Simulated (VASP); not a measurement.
# C (Cmce) in VASP: relaxation of cell and atoms with PBEsol

Aim: the relaxation of cell and atoms of C with PBEsol.

Everything below comes from runs of VASP 6.6.1. Logs are shortened: lines on timing, memory, paths and dates and some standing lists are left out, and cuts for length are marked.

## Step 1: The cell of the first run

It takes space group Cmce (No. 64, orthorhombic). Conventional cell: a = 3.784 Å, b = 6.413 Å, c = 3.789 Å, α = 90.00°, β = 90.00°, γ = 90.00°. C (site symmetry m) has 7 C at 2.04 to 2.34 Å within 2.7 Å.

## Step 2: Relaxation of cell and atoms, PBEsol

INCAR

```
PREC     = Accurate       # precision mode
ENCUT    = 1300           # plane-wave cutoff, eV
EDIFF    = 1E-7           # SCF threshold, eV
ISMEAR   = 0              # smearing method
SIGMA    = 0.1            # smearing width, eV
LREAL    = F              # projectors in reciprocal space
LASPH    = T              # aspherical terms in the spheres
NELM     = 120            # most SCF steps
ALGO     = Normal         # electronic algorithm
ISIF     = 3              # what is computed and relaxed
LWAVE    = F              # write WAVECAR
LCHARG   = F              # write CHGCAR
GGA      = PS             # functional
IBRION   = 2              # ionic algorithm
NSW      = 90             # ionic steps
EDIFFG   = -0.04          # ionic threshold
GGA_COMPAT= F            
NELMIN   = 4
```

KPOINTS

```
regular mesh
0
Gamma
  6 6 4
```

POSCAR

```
C
1.0
    1.8919426155     -3.2064918765      0.0000000000
    1.8919426155      3.2064918765      0.0000000000
    0.0000000000      0.0000000000      3.7889184435
C
4
Direct
    0.1525000000      0.8475000000      0.0785000000
    0.6525000000      0.3475000000      0.4215000000
    0.8475000000      0.1525000000      0.9215000000
    0.3475000000      0.6525000000      0.5785000000
```

Potentials or basis: VASP PAW PBE potentials, release 64 (C_h).

Run with:

```console
> cat potpaw_PBE.64/C_h/POTCAR > POTCAR
> mpirun -np 1 vasp_std > vasp.out
```

OUTCAR:

```text
PREC = Accurate
   ENCUT = 1300
   EDIFF = 1E-7
   ISMEAR = 0
   LREAL = F
   LASPH = T
   NELM = 120
   ISIF = 3
   GGA = PS
   IBRION = 2
   NSW = 90
   EDIFFG = -0.04
   NELMIN = 4

 ion  position               nearest neighbor table
   1  0.153  0.847  0.078-
   2  0.653  0.347  0.422-
   3  0.847  0.153  0.922-
   4  0.347  0.653  0.578-

  LATTYP: Found a base centered orthorhombic cell.
 ALAT       =     3.7838852310
 B/A-ratio  =     1.6948145521
 C/A-ratio  =     1.0013301705

  Lattice vectors:

 A1 = (   1.8919426155,  -3.2064918765,   0.0000000000)
 A2 = (   1.8919426155,   3.2064918765,   0.0000000000)
 A3 = (   0.0000000000,   0.0000000000,   3.7889184435)

Analysis of symmetry for initial positions (statically):
=====================================================================
 Subroutine PRICEL returns:
 Original cell was already a primitive cell.

 Routine SETGRP: Setting up the symmetry group for a
 base centered orthorhombic supercell.

 Subroutine GETGRP returns: Found  8 space group operations
 (whereof  4 operations were pure point group operations)
 out of a pool of  8 trial point group operations.

The static configuration has the point symmetry C_2h.
 The point group associated with its full space group is D_2h.

Analysis of symmetry for dynamics (positions and initial velocities):
=====================================================================
 Subroutine PRICEL returns:
 Original cell was already a primitive cell.

 Routine SETGRP: Setting up the symmetry group for a
 base centered orthorhombic supercell.

 Subroutine GETGRP returns: Found  8 space group operations
 (whereof  4 operations were pure point group operations)
 out of a pool of  8 trial point group operations.

The dynamic configuration has the point symmetry C_2h.
 The point group associated with its full space group is D_2h.

 Subroutine INISYM returns: Found  8 space group operations
 (whereof  4 operations are pure point group operations),
 and found     1 'primitive' translations

----------------------------------------------------------------------------------------

                                     Primitive cell

  volume of cell :      45.9709

  direct lattice vectors                    reciprocal lattice vectors
     1.891942616 -3.206491876  0.000000000     0.264278629 -0.155933656  0.000000000
     1.891942616  3.206491876  0.000000000     0.264278629  0.155933656  0.000000000
     0.000000000  0.000000000  3.788918444     0.000000000  0.000000000  0.263927560

  length of vectors
     3.723041366  3.723041366  3.788918444     0.306852568  0.306852568  0.263927560

  position of ions in fractional coordinates (direct lattice)
     0.152500000  0.847500000  0.078500000
     0.652500000  0.347500000  0.421500000
[... 75 lines left out ...]
   ISPIN  =      1    spin polarized calculation?
   LNONCOLLINEAR =      F non collinear calculations
   LSORBIT =      F    spin-orbit coupling
   LASPH  =      T    aspherical Exc in radial PAW
   ENCUT  = 1300.0 eV  95.55 Ry    9.77 a.u.  10.95 10.95 11.14*2*pi/ulx,y,z
   NELM   =    120;   NELMIN=  4; NELMDL= -5     # of ELM steps
   EDIFF  = 0.1E-06   stopping-criterion for ELM
   LREAL  =      F    real-space projection
   EDIFFG = -.4E-01   stopping-criterion for IOM
   NSW    =     90    number of steps for IOM
   IBRION =      2    ionic relax: 0-MD 1-quasi-New 2-CG
   NFREE  =      1    steps in history (QN), initial steepest desc. (CG)
   ISIF   =      3    stress and relaxation
   ISYM   =      2    0-nonsym 1-usesym 2-fastsym
   POTIM  = 0.5000    time-step for ionic-motion
   TEBEG  =    0.0;   TEEND  =   0.0 temperature during run
   PSTRESS=    0.0 pullay stress
   NELECT =      16.0000    total number of electrons
   NUPDOWN=      -1.0000    fix difference up-down
   EMIN   =  10.00;   EMAX   =-10.00  energy-range for DOS
   EFERMI =   0.00;   METHOD = LEGACY
   ISMEAR =     0;   SIGMA  =   0.10  broadening in eV -4-tet -1-fermi 0-gaus
   EFERMI_NEDOS =   21; number of points for ismear=-14 and -15
   IALGO  =     38    algorithm
   IMIX   =      4    mixing-type and parameters
     AMIX     =   0.40;   BMIX     =  1.00
     AMIX_MAG =   1.60;   BMIX_MAG =  1.00
  volume/ion in A,a.u.               =      11.49        77.56
  Fermi-wavevector in a.u.,A,eV,Ry     =   1.151561  2.176135 18.042595  1.326093
  Thomas-Fermi vector in A             =   2.288218
   LORBIT       =      0    0 simple, 1 ext, 2 COOP (PROOUT), +10 PAW based schemes
   GGA     = PS    functional components
   LHFCALC =     F    Hartree Fock is set to
   AEXX    =    0.0000 exact exchange contribution
   IVDW    =     0    specifies the selected vdW correction
   LEPSILON=     F    determine dielectric tensor
   LRPA    =     F    only Hartree local field effects (RPA)
 conjugate gradient relaxation of ions
 non-spin polarized calculation
 Gauss-broadening in eV      SIGMA  =   0.10
  energy-cutoff  :     1300.00
  volume of cell :       45.97
 maximum number of plane-waves:      4936
 NGX is ok and might be reduce to    48
   NGX = 21   NGY = 21   NGZ = 23

--------------------------------------- Ionic step        1  -------------------------------------------

 number of electron      16.0000000 magnetization

 Free energy of the ion-electron system (eV)
  ---------------------------------------------------
  ext. energy  EPLUGINS =         0.00000000
  ---------------------------------------------------
  free energy    TOTEN  =       -20.83239369 eV

  energy without entropy =      -20.82257710  energy(sigma->0) =      -20.82748539

 E-fermi :   3.1281     XC(G=0): -10.5720

 val. band max:        3.0800217267   @ k =   0.5000   0.3333   0.0000
 cond. band min:       3.1327933987   @ k =   0.3333   0.0000   0.0000
 fundamental gap:      0.0527716720
 Fermi energy:         3.1281465900
[... 827 lines left out ...]
      1      -7.7938      2.00000
      2      -5.5235      2.00000
      3      -1.6670      2.00000
      4       1.0614      2.00000
      5       1.3348      2.00000
      6       4.1930      2.00000
      7       7.2467      2.00000
      8      11.1054      0.42469
      9      13.3152      0.00000
     10      14.8110      0.00000
     11      17.3759      0.00000
     12      21.1889      0.00000

 [... further k-points ...]

[... ionic steps 4 to 27 ...]

--------------------------------------- Ionic step       28  -------------------------------------------

 number of electron      16.0000000 magnetization

------------------------ aborting loop because EDIFF is reached ----------------------------------------
[... 71 lines left out ...]
--------------------------------------- Ionic step       30  -------------------------------------------

 number of electron      16.0000000 magnetization

 Free energy of the ion-electron system (eV)
  ---------------------------------------------------
  ext. energy  EPLUGINS =         0.00000000
  ---------------------------------------------------
  free energy    TOTEN  =       -38.43674526 eV

  energy without entropy =      -38.43673074  energy(sigma->0) =      -38.43673800

 E-fermi :   6.7797     XC(G=0): -11.2818

 val. band max:        6.5639203417   @ k =   0.5000   0.5000   0.2500
 cond. band min:       6.9806929396   @ k =   0.0000   0.0000   0.0000
 fundamental gap:      0.4167725979
 Fermi energy:         6.7796726330
[... 391 lines left out ...]
  FREE ENERGIE OF THE ION-ELECTRON SYSTEM (eV)
  ---------------------------------------------------
  free  energy   TOTEN  =       -38.4367452645 eV

  energy  without entropy=      -38.4367307352  energy(sigma->0) =      -38.43673800

 reached required accuracy - stopping structural energy minimisation
```

OSZICAR:

```text
N       E                     dE             d eps       ncg     rms          rms(c)
DAV:   1     0.650225895923E+02    0.65023E+02   -0.12333E+04   936   0.243E+03
DAV:   2    -0.137101928426E+02   -0.78733E+02   -0.72844E+02  1188   0.243E+02
[... 268 lines left out ...]
  29 F= -.38436678E+02 E0= -.38436669E+02  d E =-.106277E-03
       N       E                     dE             d eps       ncg     rms          rms(c)
DAV:   1    -0.384368177749E+02   -0.14013E-03   -0.70508E-03  1048   0.933E-01    0.403E-02
DAV:   2    -0.384367686339E+02    0.49141E-04   -0.15691E-04  1104   0.132E-01    0.222E-02
DAV:   3    -0.384367450040E+02    0.23630E-04   -0.73130E-05  1116   0.697E-02    0.330E-03
DAV:   4    -0.384367452149E+02   -0.21096E-06   -0.38990E-06  1084   0.191E-02    0.161E-03
DAV:   5    -0.384367452645E+02   -0.49513E-07   -0.15210E-07   840   0.392E-03
  30 F= -.38436745E+02 E0= -.38436738E+02  d E =-.173886E-03
```

It took 19 min on 1 thread of Intel Xeon Platinum 8488C (Sapphire Rapids), shared host; peak memory 0.35 GiB.

Results:

- Free energy: -38.4367 eV
- Relaxed volume: 8.02 Å³/atom
- Relaxed cell: a = 3.734 Å, b = 3.734 Å, c = 2.456 Å, α = 90.00°, β = 90.00°, γ = 69.51°
- Space group after relaxing (to 0.1 Å): Fmmm (No. 69)
- Energy gained by relaxing: 4401.1 meV/atom
- Ionic steps: 30
- Pressure after relaxing: 0.2 GPa
- Largest force after relaxing: 0.030 eV/Å
- Band gap on the k mesh: 0.42 eV (least direct gap 0.90 eV)

Forces on the atoms (eV/Å):
```
C    0.000 -0.011 -0.028
C    0.000 -0.011  0.028
C    0.000  0.011  0.028
C    0.000  0.011 -0.028
```

Stress tensor (GPa, compression positive):
```
 0.28  0.00  0.00
 0.00  0.53  0.00
 0.00  0.00 -0.26
```

Step by step:
| step | energy change (eV) | largest force (eV/Å) | pressure (GPa) | volume (Å³) |
| --- | --- | --- | --- | --- |
| 1 | 0.0000 | 0.3764 | -38.61 | 45.97 |
| 2 | -3.8819 | 1.3279 | -31.64 | 29.88 |
| 3 | -4.9113 | 2.2148 | 18.30 | 22.20 |
| 4 | -4.9208 | 2.0836 | 1.70 | 23.48 |
| 5 | -3.9167 | 10.1394 | 133.41 | 19.11 |
| 6 | -5.6765 | 1.2334 | 28.19 | 21.56 |
| 7 | -5.6891 | 1.4704 | 33.11 | 21.37 |
| 8 | -8.1386 | 3.5571 | 23.23 | 21.72 |
| 9 | -8.9148 | 6.4916 | 45.00 | 21.60 |
| 10 | -9.3629 | 6.5692 | 44.38 | 21.97 |
| 11 | -9.8744 | 6.8812 | 60.16 | 22.75 |
| 12 | -10.8254 | 6.6282 | 49.53 | 23.36 |
| 13 | -13.0397 | 5.5212 | 26.32 | 25.23 |
| 14 | -14.3408 | 5.0837 | 16.99 | 29.12 |
| 15 | -14.4073 | 4.7533 | 15.93 | 28.38 |
| 16 | -15.5850 | 3.5940 | -4.84 | 29.86 |
| 17 | -16.7724 | 1.1315 | -31.48 | 33.00 |
| 18 | -16.8161 | 0.7832 | -35.19 | 33.69 |
| 19 | -17.5233 | 0.8167 | -11.29 | 32.23 |
| 20 | -17.5519 | 1.0813 | -4.88 | 31.91 |
| 21 | -17.5903 | 0.6049 | 0.27 | 31.59 |
| 22 | -17.5942 | 0.2136 | -0.99 | 31.67 |
| 23 | -17.5987 | 0.1004 | 1.17 | 31.58 |
| 24 | -17.5991 | 0.0842 | 2.11 | 31.55 |
| 25 | -17.6012 | 0.0611 | 1.52 | 31.67 |
| 26 | -17.6036 | 0.0683 | -0.03 | 31.98 |
| 27 | -17.6042 | 0.0682 | 0.17 | 32.04 |
| 28 | -17.6042 | 0.0718 | 0.17 | 32.04 |
| 29 | -17.6043 | 0.0614 | 0.19 | 32.09 |
| 30 | -17.6044 | 0.0297 | 0.18 | 32.07 |

Final structure:
```yaml
crystal:
  lattice:
    - [3.06753, -2.12846, 0.00000]
    - [3.06753, 2.12846, 0.00000]
    - [0.00000, 0.00000, 2.45578]
  atoms:
    - { symbol: C, position: [0.16727, 0.83273, 0.00068] }
    - { symbol: C, position: [0.66727, 0.33273, 0.49932] }
    - { symbol: C, position: [0.83273, 0.16727, 0.99932] }
    - { symbol: C, position: [0.33273, 0.66727, 0.50068] }
```

Caveat: the volume moved by over 15 % at a fixed basis, so the end points are rough; the PAW data sets were made with another functional, which shifts forces and pressure a little.
